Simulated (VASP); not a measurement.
# MnS (F-43m) in VASP: further runs

MnS is run at these levels: LDA; tasks: vibrations by perturbation theory.

All numbers are computed with VASP 6.6.1; they aren't measurements. Logs are shortened: lines on timing, memory, paths and dates and some standing lists are left out, and cuts for length are marked.

## 1. The cell of the first run

The structure is cubic, space group F-43m (No. 216). The conventional cell has a = 4.836 Å, b = 4.836 Å, c = 4.836 Å, α = 90.00°, β = 90.00°, γ = 90.00°. Within 2.8 Å of Mn (site symmetry -43m) lie 4 S at 2.09 Å. S (site symmetry -43m) has 4 Mn at 2.09 Å within 2.8 Å.

## 2. Vibrations by perturbation theory, LDA (phonons at volume x 0.98)

INCAR reads:

```
SYSTEM = MnS
PREC = Accurate ; ENCUT = 520
EDIFF = 1E-8 ; ISMEAR = 0
SIGMA = 0.2 ; LREAL = .False.
LASPH = .True. ; NELM = 80
ALGO = Normal ; ISIF = 2
LWAVE = .False. ; LCHARG = .True.
IBRION = 8 ; NSW = 1
```

KPOINTS reads:

```
regular mesh
0
Gamma
  14 14 14
  0 0 0
```

POSCAR reads:

```
MnS
1.0
    0.0000000000      2.4181454520      2.4181454520
    2.4181454520      0.0000000000      2.4181454520
    2.4181454520      2.4181454520      0.0000000000
Mn S
1 1
Direct
    0.0000000000      0.0000000000      0.0000000000
    0.7500000000      0.7500000000      0.7500000000
```

Potentials or basis: VASP PAW LDA potentials, release 64 (Mn_pv, S).

Started as:

```bash
> cat potpaw_LDA.64/Mn_pv/POTCAR potpaw_LDA.64/S/POTCAR > POTCAR
> mpirun -np 1 vasp_std > vasp.out
```

OUTCAR:

```text
SYSTEM = MnS
   PREC = Accurate
   ENCUT = 520
   EDIFF = 1E-8
   ISMEAR = 0
   LREAL = .False.
   LASPH = .True.
   NELM = 80
   ISIF = 2
   IBRION = 8
   NSW = 1

 ion  position               nearest neighbor table
   1  0.000  0.000  0.000-   2 2.09   2 2.09   2 2.09   2 2.09
   2  0.750  0.750  0.750-   1 2.09   1 2.09   1 2.09   1 2.09

  LATTYP: Found a face centered cubic cell.
 ALAT       =     4.8362909040

  Lattice vectors:

 A1 = (   0.0000000000,   2.4181454520,   2.4181454520)
 A2 = (   2.4181454520,   0.0000000000,   2.4181454520)
 A3 = (   2.4181454520,   2.4181454520,   0.0000000000)

Analysis of symmetry for initial positions (statically):
=====================================================================
 Subroutine PRICEL returns:
 Original cell was already a primitive cell.

 Routine SETGRP: Setting up the symmetry group for a
 face centered cubic supercell.

 Subroutine GETGRP returns: Found 24 space group operations
 (whereof 24 operations were pure point group operations)
 out of a pool of 48 trial point group operations.

The static configuration has the point symmetry T_d .

Analysis of symmetry for dynamics (positions and initial velocities):
=====================================================================
 Subroutine PRICEL returns:
 Original cell was already a primitive cell.

 Routine SETGRP: Setting up the symmetry group for a
 face centered cubic supercell.

 Subroutine GETGRP returns: Found 24 space group operations
 (whereof 24 operations were pure point group operations)
 out of a pool of 48 trial point group operations.

The dynamic configuration has the point symmetry T_d .

 Subroutine INISYM returns: Found 24 space group operations
 (whereof 24 operations are pure point group operations),
 and found     1 'primitive' translations

----------------------------------------------------------------------------------------

                                     Primitive cell

  volume of cell :      28.2799

  direct lattice vectors                    reciprocal lattice vectors
     0.000000000  2.418145452  2.418145452    -0.206770027  0.206770027  0.206770027
     2.418145452  0.000000000  2.418145452     0.206770027 -0.206770027  0.206770027
     2.418145452  2.418145452  0.000000000     0.206770027  0.206770027 -0.206770027

  length of vectors
     3.419774094  3.419774094  3.419774094     0.358136192  0.358136192  0.358136192

  position of ions in fractional coordinates (direct lattice)
     0.000000000  0.000000000  0.000000000
     0.750000000  0.750000000  0.750000000

  ion indices of the primitive-cell ions
   primitive index   ion index
                 1           1
                 2           2

----------------------------------------------------------------------------------------

 KPOINTS: regular mesh

Automatic generation of k-mesh.
 Grid dimensions read from file:
 generate k-points for:   14   14   14

 Generating k-lattice:

  Cartesian coordinates                     Fractional coordinates (reciprocal lattice)
    -0.014769288  0.014769288  0.014769288     0.071428571  0.000000000  0.000000000
     0.014769288 -0.014769288  0.014769288     0.000000000  0.071428571  0.000000000
     0.014769288  0.014769288 -0.014769288     0.000000000  0.000000000  0.071428571

  Length of vectors
     0.025581157  0.025581157  0.025581157

  Shift w.r.t. Gamma in fractional coordinates (k-lattice)
     0.000000000  0.000000000  0.000000000

[... 76 lines left out ...]
   LHFCALC =     F    Hartree Fock is set to
   AEXX    =    0.0000 exact exchange contribution
   IVDW    =     0    specifies the selected vdW correction
   LEPSILON=     F    determine dielectric tensor
   LRPA    =     F    only Hartree local field effects (RPA)
 non-spin polarized calculation
 Gauss-broadening in eV      SIGMA  =   0.20
  energy-cutoff  :      520.00
  volume of cell :       28.28
 maximum number of plane-waves:       778
 NGX is ok and might be reduce to    28
   NGX = 13   NGY = 13   NGZ = 13

--------------------------------------- Ionic step        1  -------------------------------------------

 number of electron      19.0000011 magnetization

 Free energy of the ion-electron system (eV)
  ---------------------------------------------------
  ext. energy  EPLUGINS =         0.00000000
  ---------------------------------------------------
  free energy    TOTEN  =       -15.60676311 eV

  energy without entropy =      -15.56209721  energy(sigma->0) =      -15.58443016

 E-fermi :   8.0195     XC(G=0): -11.8912

 val. band max:        8.0061155861   @ k =  -0.2857   0.2143   0.0714
 cond. band min:       8.0485707851   @ k =  -0.3571   0.0714   0.0000
 fundamental gap:      0.0424551989
 Fermi energy:         8.0195329749

 k-point     1 :       0.0000    0.0000    0.0000
  band No.  band energies     occupation
      1     -39.2707      2.00000
      2     -39.2707      2.00000
      3     -39.2707      2.00000
      4      -7.5269      2.00000
      5       3.0976      2.00000
      6       3.0976      2.00000
      7       3.0976      2.00000
      8       7.1883      2.00000
      9       7.1883      2.00000
     10      12.1118      0.00000
     11      12.1118      0.00000
     12      12.1118      0.00000
     13      12.1698      0.00000
[... 354 lines left out ...]
  band No.  band energies     occupation
      1     -39.2895      2.00000
      2     -39.2760      2.00000
      3     -39.2757      2.00000
      4      -6.7397      2.00000
      5       2.0325      2.00000
      6       3.2872      2.00000
      7       3.3446      2.00000
      8       6.6896      2.00000
      9       7.4306      1.99997
     10       9.5047      0.00000
     11      10.4213      0.00000
     12      11.1014      0.00000
     13      14.2135      0.00000

 [... further k-points ...]
[... 5 lines left out ...]
  --------------------------------------------------------------------------------------
  -------------------------------------------------------------------------------------
  Total        0.6565264      0.6565264      0.6565264      0.0000000      0.0000000      0.0000000
  in kB       37.1950808     37.1950808     37.1950808      0.0000000      0.0000000      0.0000000
  external PRESSURE =      37.1950808 kB  Pullay stress =       0.0000000 kB

 VOLUME and BASIS-vectors are now :
 -----------------------------------------------------------------------------
  energy-cutoff  :      520.00
  volume of cell :       28.28
      direct lattice vectors                 reciprocal lattice vectors
     0.000000000  2.418145452  2.418145452    -0.206770027  0.206770027  0.206770027
     2.418145452  0.000000000  2.418145452     0.206770027 -0.206770027  0.206770027
     2.418145452  2.418145452  0.000000000     0.206770027  0.206770027 -0.206770027

 POSITION                                       TOTAL-FORCE (eV/Angst)
 -----------------------------------------------------------------------------------
      0.00000      0.00000      0.00000         0.000000      0.000000      0.000000
      3.62722      3.62722      3.62722        -0.000000     -0.000000     -0.000000
 -----------------------------------------------------------------------------------
    total drift:                               -0.000001     -0.000001     -0.000001

  FREE ENERGIE OF THE ION-ELECTRON SYSTEM (eV)
  ---------------------------------------------------
  free  energy   TOTEN  =       -15.6067631094 eV

  energy  without entropy=      -15.5620972052  energy(sigma->0) =      -15.58443016

[... ionic steps 2 to 3 ...]

--------------------------------------- Ionic step        4  -------------------------------------------

------------------------ aborting loop because EDIFF is reached ----------------------------------------

[... ionic steps 5 to 6 ...]

--------------------------------------- Ionic step        7  -------------------------------------------

 Free energy of the ion-electron system (eV)
  ---------------------------------------------------
  ---------------------------------------------------
  free energy    TOTEN  =        -0.10013595 eV

  energy without entropy =       -0.10013596

------------------------ aborting loop because EDIFF is reached ----------------------------------------

 INTERNAL STRAIN TENSOR  FOR ION    2  DIRECTION 1   (eV/Angst):
 -----------------------------------------------------------------------------
    -0.00008  0.00000  0.00000
     0.00000  0.00038 16.83309
     0.00000 16.83309  0.00038

 INTERNAL STRAIN TENSOR FOR ION    2 for displacements in x,y,z  (eV/Angst):
          X           Y           Z          XY          YZ          ZX
  --------------------------------------------------------------------------------
  x    -0.00000     0.00000     0.00000     0.00000    16.83309     0.00000
  y     0.00000     0.00000     0.00000     0.00000     0.00000    16.83309
  z     0.00000     0.00000    -0.00000    16.83309     0.00000     0.00000

 SECOND DERIVATIVES (NOT SYMMETRIZED)
 ------------------------------------
               1X          1Y          1Z          2X          2Y          2Z
  1X   -17.078727    0.000000    0.000000   17.078727    0.000000    0.000000
  1Y     0.000000  -17.078727    0.000000    0.000000   17.078727    0.000000
  1Z     0.000000    0.000000  -17.078727    0.000000    0.000000   17.078727
  2X    17.040519    0.000000    0.000000  -17.040519    0.000000    0.000000
  2Y     0.000000   17.040519    0.000000    0.000000  -17.040519    0.000000
  2Z     0.000000    0.000000   17.040519    0.000000    0.000000  -17.040519

 Eigenvectors and eigenvalues of the dynamical matrix
 ----------------------------------------------------

   1 f  =   14.347702 THz    90.149273 2PiTHz  478.587838 cm-1    59.337303 meV
             X         Y         Z           dx          dy          dz
      0.000000  0.000000  0.000000     0.000000    0.607519    0.000000
      3.627218  3.627218  3.627218     0.000000   -0.794305    0.000000
[... 21 lines left out ...]
   6 f/i=    0.007753 THz     0.048715 2PiTHz    0.258619 cm-1     0.032065 meV
             X         Y         Z           dx          dy          dz
      0.000000  0.000000  0.000000     0.000000    0.000000    0.794305
      3.627218  3.627218  3.627218     0.000000    0.000000    0.607519

--------------------------------------------------------------------------------------------------------

 ELASTIC MODULI CONTR FROM IONIC RELAXATION (kBar)
 Direction    XX          YY          ZZ          XY          YZ          ZX
 --------------------------------------------------------------------------------
 XX          -0.0000     -0.0000      0.0000     -0.0000      0.0000     -0.0000
 YY          -0.0000     -0.0000     -0.0000     -0.0000     -0.0000     -0.0000
 ZZ           0.0000     -0.0000     -0.0000      0.0000     -0.0000     -0.0000
 XY          -0.0000     -0.0000      0.0000   -876.9157     -0.0000     -0.0000
 YZ           0.0000     -0.0000     -0.0000     -0.0000   -876.9157      0.0000
 ZX          -0.0000     -0.0000     -0.0000     -0.0000      0.0000   -876.9157
 --------------------------------------------------------------------------------
```

Wall time 6.4 min (1 thread of Intel Xeon Platinum 8488C (Sapphire Rapids), shared host); peak memory 0.44 GiB.

What came out:

```
Highest phonon frequency at Γ, LO-TO splitting left out : 479 cm⁻¹
```

Phonon frequencies in cm⁻¹ (negative: imaginary):
```
              q point        frequencies
(0.000, 0.000, 0.000)  0 0 0 479 479 479
```

Caveat: the cell differs from its parent crystal (phonons at volume x 0.98); the cell wasn't relaxed at this level first, which shifts response properties; the run has no spin polarisation, though such a crystal can be magnetic. Spin polarisation is off, so any magnetic state and its effect on volume and gap are missing.

## 3. Vibrations by perturbation theory, LDA

This run uses another cell than the first one, of 14.43 Å³/atom, 1.020 times its volume.

INCAR reads:

```
SYSTEM = MnS
PREC     = Accurate       ! precision mode
ENCUT    = 520            ! plane-wave cutoff, eV
EDIFF    = 1E-8           ! SCF threshold, eV
ISMEAR   = 0              ! smearing method
SIGMA    = 0.2            ! smearing width, eV
LREAL    = .FALSE.        ! projectors in reciprocal space
LASPH    = .TRUE.         ! aspherical terms in the spheres
NELM     = 80             ! most SCF steps
ALGO     = Normal         ! electronic algorithm
ISIF     = 2              ! what is computed and relaxed
LWAVE    = .FALSE.        ! write WAVECAR
LCHARG   = .FALSE.        ! write CHGCAR
GGA      = CA             ! functional
NBANDS   = 16             ! bands
IBRION   = 8              ! ionic algorithm
NSW      = 1              ! ionic steps
```

KPOINTS reads:

```
Automatic mesh
0
G
  14 14 14
  0 0 0
```

POSCAR reads:

```
MnS
1.0
    0.0000000000      2.4344847682      2.4344847682
    2.4344847682      0.0000000000      2.4344847682
    2.4344847682      2.4344847682      0.0000000000
Mn S
1 1
Direct
    0.0000000000      0.0000000000      0.0000000000
    0.7500000000      0.7500000000      0.7500000000
```

Potentials or basis: VASP PAW LDA potentials, release 64 (Mn_pv, S).

Started as:

```bash
> cat potpaw_LDA.64/Mn_pv/POTCAR potpaw_LDA.64/S/POTCAR > POTCAR
> mpirun -np 1 vasp_std > vasp.out
```

OUTCAR:

```text
SYSTEM = MnS
   PREC = Accurate
   ENCUT = 520
   EDIFF = 1E-8
   ISMEAR = 0
   LREAL = .FALSE.
   LASPH = .TRUE.
   NELM = 80
   ISIF = 2
   GGA = CA
   IBRION = 8
   NSW = 1

 ion  position               nearest neighbor table
   1  0.000  0.000  0.000-   2 2.11   2 2.11   2 2.11   2 2.11
   2  0.750  0.750  0.750-   1 2.11   1 2.11   1 2.11   1 2.11

  LATTYP: Found a face centered cubic cell.
 ALAT       =     4.8689695364
[... 714 lines left out ...]
 ------------------------------------
               1X          1Y          1Z          2X          2Y          2Z
  1X   -16.114843    0.000000    0.000000   16.114843    0.000000    0.000000
  1Y     0.000000  -16.114843    0.000000    0.000000   16.114843    0.000000
  1Z     0.000000    0.000000  -16.114843    0.000000    0.000000   16.114843
  2X    16.059961    0.000000    0.000000  -16.059961    0.000000    0.000000
  2Y     0.000000   16.059961    0.000000    0.000000  -16.059961    0.000000
  2Z     0.000000    0.000000   16.059961    0.000000    0.000000  -16.059961

 Eigenvectors and eigenvalues of the dynamical matrix
 ----------------------------------------------------

   1 f  =   13.931800 THz    87.536082 2PiTHz  464.714831 cm-1    57.617270 meV
             X         Y         Z           dx          dy          dz
      0.000000  0.000000  0.000000    -0.020071   -0.223686    0.564725
      3.651727  3.651727  3.651727     0.026226    0.292289   -0.737921
[... 21 lines left out ...]
   6 f/i=    0.011469 THz     0.072063 2PiTHz    0.382573 cm-1     0.047433 meV
             X         Y         Z           dx          dy          dz
      0.000000  0.000000  0.000000    -0.339766    0.713944   -0.074096
      3.651727  3.651727  3.651727    -0.260020    0.546376   -0.056705

--------------------------------------------------------------------------------------------------------

 ELASTIC MODULI CONTR FROM IONIC RELAXATION (kBar)
 Direction    XX          YY          ZZ          XY          YZ          ZX
 --------------------------------------------------------------------------------
 XX          -0.0000      0.0000     -0.0000      0.0000      0.0000     -0.0000
 YY           0.0000     -0.0000     -0.0000      0.0000     -0.0000      0.0000
 ZZ          -0.0000     -0.0000     -0.0000      0.0000      0.0000      0.0000
 XY           0.0000      0.0000      0.0000   -762.4075     -0.0000     -0.0000
 YZ           0.0000     -0.0000      0.0000     -0.0000   -762.4075      0.0000
 ZX          -0.0000      0.0000      0.0000     -0.0000      0.0000   -762.4075
 --------------------------------------------------------------------------------
```

OSZICAR:

```text
N       E                     dE             d eps       ncg     rms          rms(c)
DAV:   1     0.148352250891E+03    0.14835E+03   -0.10616E+04  3344   0.129E+03
DAV:   2    -0.108757367009E+02   -0.15923E+03   -0.15354E+03  3824   0.342E+02
DAV:   3    -0.170737796172E+02   -0.61980E+01   -0.61641E+01  3944   0.746E+01
DAV:   4    -0.171462775563E+02   -0.72498E-01   -0.72487E-01  3944   0.843E+00
[... 40 lines left out ...]
RMM:   7    -0.100218677210E+00   -0.20827E-05   -0.24817E-06 24756   0.332E-03    0.334E-03
RMM:   8    -0.100221117396E+00   -0.24402E-05    0.35659E-06 24659   0.150E-03    0.109E-03
RMM:   9    -0.100221498845E+00   -0.38145E-06    0.11698E-06 25703   0.416E-04    0.483E-04
RMM:  10    -0.100221840762E+00   -0.34192E-06    0.18952E-07 26901   0.171E-04    0.591E-05
RMM:  11    -0.100221844567E+00   -0.38049E-08    0.41555E-08 27969   0.526E-05    0.400E-05
 Linear response finished
```

Run time: 8.2 min. Hardware: 1 thread of Intel Xeon Platinum 8488C (Sapphire Rapids), shared host; peak memory 0.49 GiB.

What came out:

```yaml
Highest_phonon_frequency_at_Γ_LO-TO_splitting_left_out: 465 cm⁻¹
```

Phonon frequencies in cm⁻¹ (negative: imaginary):
```
              q point        frequencies
(0.000, 0.000, 0.000)  0 0 0 465 465 465
```

Caveat: the run has no spin polarisation, though such a crystal can be magnetic. Spin polarisation is off, so any magnetic state and its effect on volume and gap are missing.

(Part 1 of 2 ends here.)
